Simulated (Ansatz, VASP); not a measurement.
## Two plane-wave programs on Fe

The input POSCAR:

```
Fe
1.0
   -1.4315177500      1.4315177500      1.4315177500
    1.4315177500     -1.4315177500      1.4315177500
    1.4315177500      1.4315177500     -1.4315177500
Fe
1
Direct
    0.0000000000      0.0000000000      0.0000000000
```

Contents of INCAR.step1:

```
ALGO = Normal ; EDIFF = 1E-5
ENCUT = 660 ; GGA = PE
GGA_COMPAT = F ; ISMEAR = 0
ISPIN = 2 ; LASPH = T
LCHARG = F ; LMAXMIX = 4
LREAL = F ; LWAVE = T
MAGMOM = 4 ; NBANDS = 18
NELM = 200 ; PREC = Accurate
SIGMA = 0.1
```

File INCAR.step2:

```
ALGO = Normal ; EDIFF = 1E-6
ENCUT = 660 ; GGA_COMPAT = F
ISIF = 2 ; ISMEAR = 0
ISPIN = 2 ; ISTART = 1
LASPH = T ; LCHARG = T
LELF = T ; LMAXMIX = 4
LMIXTAU = T ; LORBIT = 11
LREAL = F ; LVHAR = T
LWAVE = F ; MAGMOM = 4
METAGGA = R2SCAN ; NBANDS = 18
NELM = 200 ; PREC = Accurate
SIGMA = 0.1
```

File KPOINTS:

```
k-points
0
Gamma
  8 8 8
```

Input for Ansatz:

```yaml
crystal:
  lattice:
    - [-1.43151775, 1.43151775, 1.43151775]
    - [1.43151775, -1.43151775, 1.43151775]
    - [1.43151775, 1.43151775, -1.43151775]
  atoms:
    - { symbol: Fe, position: [0.0, 0.0, 0.0], spin: 4.0 }
basis:
  ecutwfc: 500
kpoints:
  mp_grid: { grid: [8, 8, 8] }
hamiltonian:
  xc: r2scan
scf:
  occupations: { method: gaussian, width: 0.1 }
  lower_state_search: "off"
output:
  forces: true
  stress: true
  eigenvalues: true
  populations: true
magnetization:
  spin_polarized: true
```

Alike in both runs: task single point; functional r2SCAN; k mesh 8 × 8 × 8; occupations gaussian, width 0.1 eV; collinear spin.

|  | VASP | Ansatz |
| --- | --- | --- |
| version | VASP 6.6.1 | Ansatz 0.2.0 |
| potentials or method | VASP PAW PBE potentials, release 64 (Fe_sv), cutoff 660 eV | scalar-relativistic, plane waves, PAW |
| valence electrons in the cell | 16 | 16 |

|  | VASP | Ansatz | Ansatz less VASP |
| --- | --- | --- | --- |
| gap on the k mesh at the Fermi level (eV) | none | none | - |
| pressure (GPa) | -1.9 | 0.2 | +2.06 |
| net moment per atom (μB) | 2.64 | 2.63 | -0.010 |
| size of the moment on the site where the two differ most (μB) | 2.77 | 2.79 | +0.013 |

VASP's potentials were made for PBE, not for r2SCAN. Site moments also hang on the region over which each program counts them. A gap of «none» marks a metal or a gap that the smearing closes. Ansatz's warnings: stability check not made.

The k mesh is coarse, so the values compare programs but aren't converged.
